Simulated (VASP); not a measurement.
Input of a VASP 6.6.1 run:

Contents of INCAR:

```
SYSTEM = BAs
PREC = Accurate
ENCUT = 520
EDIFF = 1E-7
ISMEAR = 0
SIGMA = 0.02
LREAL = .FALSE.
LASPH = .TRUE.
NELM = 100
ALGO = Normal
ISIF = 2
LWAVE = .FALSE.
LCHARG = .FALSE.
GGA = PS
NBANDS = 11
```

The input KPOINTS:

```
regular mesh
0
G
  10 10 10
  0 0 0
```

File POSCAR:

```
BAs
1.0
    0.0000000000      2.2036364883      2.2036364883
    2.2036364883      0.0000000000      2.2036364883
    2.2036364883      2.2036364883      0.0000000000
B As
1 1
Direct
    0.0000000000      0.0000000000      0.0000000000
    0.7500000000      0.7500000000      0.7500000000
```

Potentials or basis: VASP PAW PBE potentials, release 64 (B, As).

Launch:

```bash
$ cat potpaw_PBE.64/B/POTCAR potpaw_PBE.64/As/POTCAR > POTCAR
$ mpirun -np 1 vasp_std > vasp.out
```

**Question.** What does it give for the band gap on the k mesh?

**Answer.** 0.82 eV (least direct gap 3.60 eV).

**Question.** Estimate the pressure.

**Answer.** 55.5 GPa.

Caveat: the cell differs from its parent crystal (N replaced by As, lengths x 1.186, strained); the cell stands under pressure; the PAW data sets were made with another functional, which shifts forces and pressure a little. A k mesh can miss the band edges.
